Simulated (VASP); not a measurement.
Set up this calculation in VASP 6.6.1, as the native input.

* Task: relaxation of cell and atoms
* Functional: BLYP
* Potentials or basis: VASP PAW PBE potentials, release 64 (In_d)
* Cutoff: 600 eV
* k mesh: 10 × 10 × 10
* Occupations: fermi-dirac, width 0.05 eV
* Spin: no spin polarisation
* Dipole correction: no
* Further INCAR settings: ALGO = Fast; EDIFF = 1e-06; IBRION = 2; EDIFFG = -0.01; NSW = 60; ISIF = 3

The structure of In lies in POSCAR:

```
In
1.0
   -1.8825252400      1.8825252400      1.8825252400
    1.8825252400     -1.8825252400      1.8825252400
    1.8825252400      1.8825252400     -1.8825252400
In
1
Direct
    0.0000000000      0.0000000000      0.0000000000
```

One way to write it, as run:

INCAR

```
SYSTEM = In
  PREC = Accurate
  ENCUT = 600
  EDIFF = 1E-6
  ISMEAR = -1
  SIGMA = 0.05
  LREAL = .FALSE.
  LASPH = .TRUE.
  NELM = 80
  ALGO = Fast
  ISIF = 3
  LWAVE = .FALSE.
  LCHARG = .FALSE.
  GGA = B5
  ALDAX = 1.0
  AGGAX = 1.0
  AGGAC = 1.0
  ALDAC = 0.0
  IBRION = 2
  NSW = 60
  EDIFFG = -0.01
```

KPOINTS

```
regular mesh
0
G
  10 10 10
  0 0 0
```

Potentials or basis: VASP PAW PBE potentials, release 64 (In_d).

Launch:

```console
$ cat potpaw_PBE.64/In_d/POTCAR > POTCAR
$ mpirun -np 1 vasp_std > vasp.out
```

Results of the run:

* Relaxed volume: 31.36 Å³/atom
* Relaxed cell: a = 3.441 Å, b = 3.441 Å, c = 3.441 Å, α = 109.47°, β = 109.47°, γ = 109.47°
* Space group after relaxing (to 0.05 Å): Im-3m (No. 229)
* Energy gained by relaxing: 69.6 meV/atom
* Ionic steps: 6
* Pressure after relaxing: 0.0 GPa

Caveat: the volume moved by over 15 % at a fixed basis, so the end points are rough; the PAW data sets were made with another functional, which shifts forces and pressure a little.

Wall time 3.4 min on 1 thread of Intel Xeon 8259CL (shared host), peak memory 0.17 GiB.
